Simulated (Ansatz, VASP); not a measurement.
Given: the input of a run of Ansatz 0.2.0 on Ta3AsAu2O13.

Contents of input.yaml:

```yaml
crystal:
  lattice:
    - [5.45204, 0.0, 0.0]
    - [-2.72602, 4.72161, 0.0]
    - [0.0, 0.0, 9.57902]
  atoms:
    - { symbol: Ta, position: [0.0, 0.0, 0.19408] }
    - { symbol: Ta, position: [0.0, 0.0, 0.80592] }
    - { symbol: Ta, position: [0.66667, 0.33333, 0.0] }
    - { symbol: As, position: [0.0, 0.0, 0.5] }
    - { symbol: Au, position: [0.33333, 0.66667, 0.27428] }
    - { symbol: Au, position: [0.33333, 0.66667, 0.72572] }
    - { symbol: O, position: [0.0, 0.0, 0.0] }
    - { symbol: O, position: [0.23947, 0.97129, 0.36402] }
    - { symbol: O, position: [0.02871, 0.26818, 0.36402] }
    - { symbol: O, position: [0.73182, 0.76053, 0.36402] }
    - { symbol: O, position: [0.23947, 0.97129, 0.63598] }
    - { symbol: O, position: [0.02871, 0.26818, 0.63598] }
    - { symbol: O, position: [0.73182, 0.76053, 0.63598] }
    - { symbol: O, position: [0.38452, 0.33425, 0.85844] }
    - { symbol: O, position: [0.66575, 0.05026, 0.85844] }
    - { symbol: O, position: [0.94974, 0.61548, 0.85844] }
    - { symbol: O, position: [0.38452, 0.33425, 0.14156] }
    - { symbol: O, position: [0.66575, 0.05026, 0.14156] }
    - { symbol: O, position: [0.94974, 0.61548, 0.14156] }
kpoints:
  mp_grid: { grid: [3, 3, 2] }
scf:
  occupations: { method: fermi_dirac, width: 0.05 }
hamiltonian:
  xc: pbe
  pseudopotentials: { kind: all_electron, lapw: { basis_error: 0.003 } }
output:
  forces: true
  stress: true
  eigenvalues: true
```

Potentials or basis: all-electron LAPW, scalar-relativistic.

Launch:

```sh
$ ansatz run input.yaml --threads 8 --pin off --max-ram 30720MiB --backend cpu --events-out ev --progress --plain --runs-dir out
```

**Question.** Set up the same calculation for VASP 6.6.1. Potentials there: VASP PAW PBE potentials, release 64 (Ta_pv, As, Au, O).

**Answer.** As run (the cutoff follows the program's own potentials):

INCAR

```
PREC     = Accurate       # precision mode
ENCUT    = 520            # plane-wave cutoff, eV
EDIFF    = 1E-6           # SCF threshold, eV
ISMEAR   = -1             # smearing method
SIGMA    = 0.05           # smearing width, eV
LREAL    = Auto         
LASPH    = T              # aspherical terms in the spheres
NELM     = 60             # most SCF steps
ALGO     = Normal         # electronic algorithm
ISIF     = 2              # what is computed and relaxed
LWAVE    = F              # write WAVECAR
LCHARG   = T              # write CHGCAR
GGA      = PE             # functional
LELF     = T              # ELF
LVHAR    = T            
NBANDS   = 84             # bands
```

Contents of KPOINTS:

```
Automatic mesh
0
Gamma
  3 3 2
```

The input POSCAR:

```
Ta3AsAu2O13
1.0
    5.4520400000      0.0000000000      0.0000000000
   -2.7260200000      4.7216100000      0.0000000000
    0.0000000000      0.0000000000      9.5790200000
Ta As Au O
3 1 2 13
Direct
    0.0000000000      0.0000000000      0.1940800000
    0.0000000000      0.0000000000      0.8059200000
    0.6666700000      0.3333300000      0.0000000000
    0.0000000000      0.0000000000      0.5000000000
    0.3333300000      0.6666700000      0.2742800000
    0.3333300000      0.6666700000      0.7257200000
    0.0000000000      0.0000000000      0.0000000000
    0.2394700000      0.9712900000      0.3640200000
    0.0287100000      0.2681800000      0.3640200000
    0.7318200000      0.7605300000      0.3640200000
    0.2394700000      0.9712900000      0.6359800000
    0.0287100000      0.2681800000      0.6359800000
    0.7318200000      0.7605300000      0.6359800000
    0.3845200000      0.3342500000      0.8584400000
    0.6657500000      0.0502600000      0.8584400000
    0.9497400000      0.6154800000      0.8584400000
    0.3845200000      0.3342500000      0.1415600000
    0.6657500000      0.0502600000      0.1415600000
    0.9497400000      0.6154800000      0.1415600000
```

Potentials or basis: VASP PAW PBE potentials, release 64 (Ta_pv, As, Au, O).

The run is started by

```sh
$ cat potpaw_PBE.64/Ta_pv/POTCAR potpaw_PBE.64/As/POTCAR potpaw_PBE.64/Au/POTCAR potpaw_PBE.64/O/POTCAR > POTCAR
$ mpirun -np 1 vasp_std > vasp.out
```

Both were run:

|  | VASP | Ansatz | Ansatz less VASP |
| --- | --- | --- | --- |
| gap on the k mesh at the Fermi level (eV) | none | none | - |
| pressure (GPa) | 0.4 | -0.1 | -0.46 |
| traceless stress, the component that is largest in VASP (GPa) | 0.34 | 0.03 | -0.313 |
| rms of the force components (eV/Å) | 0.096 | 0.077 | -0.0191 |

Atom by atom the forces differ by 0.029 eV/Å (rms over components). A gap of «none» marks a metal or a gap that the smearing closes. Ansatz ran all-electron here, and VASP with PAW potentials.

The k mesh is coarse, so the values compare programs but aren't converged. Neither program's run includes spin-orbit coupling. Noted on Ansatz's run: the k mesh is thin for a metal, which can move the energy by tens of meV per atom.
